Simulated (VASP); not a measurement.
A run of VASP 6.6.1 is set up as follows.

Contents of INCAR:

```
SYSTEM = C
PREC = Accurate ; ENCUT = 520
EDIFF = 1E-6 ; ISMEAR = 0
SIGMA = 0.02 ; LREAL = Auto
LASPH = .TRUE. ; NELM = 60
ALGO = Normal ; ISIF = 2
LWAVE = .FALSE. ; LCHARG = .FALSE.
NELECT = 254.0 ; NBANDS = 163
```

File KPOINTS:

```
Automatic mesh
0
G
  2 2 2
  0 0 0
```

POSCAR

```
C
1.0
    7.1400000000      0.0000000000      0.0000000000
    0.0000000000      7.1400000000      0.0000000000
    0.0000000000      0.0000000000      7.1400000000
C
63
Direct
    0.5009760504      0.0028252101      0.0014514006
    0.6276168067      0.1287843137      0.1285380952
    0.7522044818      0.2589063025      0.0094764706
    0.8898305322      0.3851642857      0.1379438375
    0.7509259104     -0.0012861345      0.2513831933
    0.8749729692      0.1230396359      0.3753343137
   -0.0007669468      0.0000652661     -0.0011852941
    0.1265556022      0.1230515406      0.1243168067
    0.2518855742      0.2506378151      0.0004553221
    0.3785887955      0.3771780112      0.1262373950
    0.5022019608      0.5045491597      0.0020932773
    0.6209511204      0.6371617647      0.1194647059
    0.7465649860      0.7519473389     -0.0015808123
    0.8751121849      0.8732806723      0.1227365546
    0.2493424370     -0.0008389356      0.2488973389
    0.3758501401      0.1255651261      0.3759820728
    0.5064694678      0.2558487395      0.2533952381
    0.6313922969      0.3773040616      0.3883754902
    0.8343260504      0.5410229692      0.3146121849
    0.4976491597     -0.0000270308      0.4997121849
    0.6238767507      0.1234871148      0.6276015406
    0.7479831933      0.2464152661      0.5046525210
    0.8742893557      0.3700607843      0.6258509804
    0.7483091036      0.0020488796      0.7522497199
    0.8751589636      0.1282844538      0.8787205882
    0.0043145658      0.5003547619     -0.0004528011
    0.1281610644      0.6267850140      0.1205861345
    0.2509932773      0.7507788515     -0.0027123249
    0.3745303922      0.8771780112      0.1251577031
    0.0058418768      0.2464463585      0.2496613445
    0.1281712885      0.3687698880      0.3752855742
    0.2515570028      0.4997102241      0.2497051821
    0.3758557423      0.6237599440      0.3735983193
    0.5002621849      0.7511952381      0.2474684874
    0.6233883754      0.8740658263      0.3771138655
   -0.0024147059     -0.0039784314      0.4986974790
    0.1240519608      0.1227231092      0.6245767507
    0.2516266106      0.2481064426      0.5006621849
    0.3744612045      0.3753427171      0.6261878151
    0.5012130252      0.4995366947      0.5024549020
    0.6224560224      0.6278401961      0.6267661064
    0.7375672269      0.7524684874      0.5047414566
    0.8702200280      0.8720056022      0.6225750700
    0.2488764706     -0.0008014006      0.7492574230
    0.3754088235      0.1257655462      0.8757217087
    0.5004780112      0.2511100840      0.7524634454
    0.6262943978      0.3781263305      0.8788212885
    0.7500411765      0.5005002801      0.7504112045
    0.8739694678      0.6244904762      0.8748162465
   -0.0019460784      0.7438595238      0.2370390756
    0.1192392157      0.8685840336      0.3715211485
   -0.0108661064      0.4848525210      0.4870581232
    0.1156543417      0.6224347339      0.6155180672
    0.2459238095      0.7471184874      0.4964393557
    0.3718735294      0.8736831933      0.6234844538
   -0.0003172269      0.2488507003      0.7512703081
    0.1257128852      0.3750247899      0.8738971989
    0.2461064426      0.4994882353      0.7461478992
    0.3722697479      0.6262831933      0.8724372549
    0.4967798319      0.7503291317      0.7505651261
    0.6243557423      0.8778425770      0.8743785714
   -0.0035841737      0.7481816527      0.7462015406
    0.1234172269      0.8741142857      0.8724897759
```

Potentials or basis: VASP PAW LDA potentials, release 64 (C).

The run is started by

```sh
$ cat potpaw_LDA.64/C/POTCAR > POTCAR
$ mpirun -np 1 vasp_std > vasp.out
```

Predict the largest force.

0.073 eV/Å.

Forces on the atoms (eV/Å):
```
C    0.000 -0.005  0.007
C   -0.001 -0.009 -0.006
C    0.008  0.006  0.003
C   -0.045  0.040  0.041
C   -0.001 -0.002  0.001
C    0.007  0.017  0.006
C    0.007 -0.003  0.010
C   -0.004 -0.004 -0.011
C    0.003  0.003  0.002
C    0.000 -0.007 -0.010
C    0.009  0.002  0.010
C    0.027 -0.022  0.028
C    0.016  0.005 -0.012
C   -0.006  0.012 -0.004
C   -0.013 -0.006  0.013
C    0.004 -0.006 -0.015
C    0.000 -0.004  0.008
C    0.011  0.021 -0.039
C    0.024  0.015 -0.026
C    0.010  0.003  0.003
C   -0.005 -0.006 -0.009
C    0.006 -0.002  0.004
C    0.004  0.006  0.000
C    0.014 -0.004 -0.005
C   -0.006  0.002  0.003
C   -0.003  0.002 -0.013
C    0.005 -0.018 -0.005
C    0.006  0.006  0.000
C    0.003 -0.007 -0.007
C   -0.001 -0.005  0.004
C    0.010 -0.002 -0.003
C   -0.012 -0.001 -0.004
C    0.003  0.004  0.011
C   -0.008  0.004  0.017
C   -0.010  0.018 -0.006
C   -0.003 -0.005 -0.001
C   -0.012  0.001 -0.013
C    0.000 -0.002  0.006
C    0.008 -0.005 -0.006
C   -0.008  0.009 -0.009
C   -0.009 -0.016  0.005
C    0.021 -0.019 -0.021
C    0.000  0.002 -0.006
C    0.003  0.006  0.004
C    0.000 -0.015 -0.007
C    0.003  0.003 -0.002
C   -0.012 -0.013 -0.007
C   -0.002 -0.001 -0.009
C    0.009  0.003  0.010
C   -0.045 -0.030  0.033
C   -0.007 -0.009 -0.001
C   -0.028  0.049 -0.027
C    0.001 -0.008  0.003
C    0.011  0.003  0.002
C    0.001  0.005  0.003
C    0.009 -0.004 -0.002
C   -0.003 -0.011  0.006
C    0.001  0.009  0.002
C    0.012 -0.017  0.014
C   -0.004  0.007  0.008
C   -0.013 -0.004  0.003
C    0.005  0.005  0.009
C   -0.001  0.002  0.005
```

Caveat: the k points lie up to 0.44 Å⁻¹ apart; the cell carries a net charge on a neutralising background, which shifts energy and pressure.
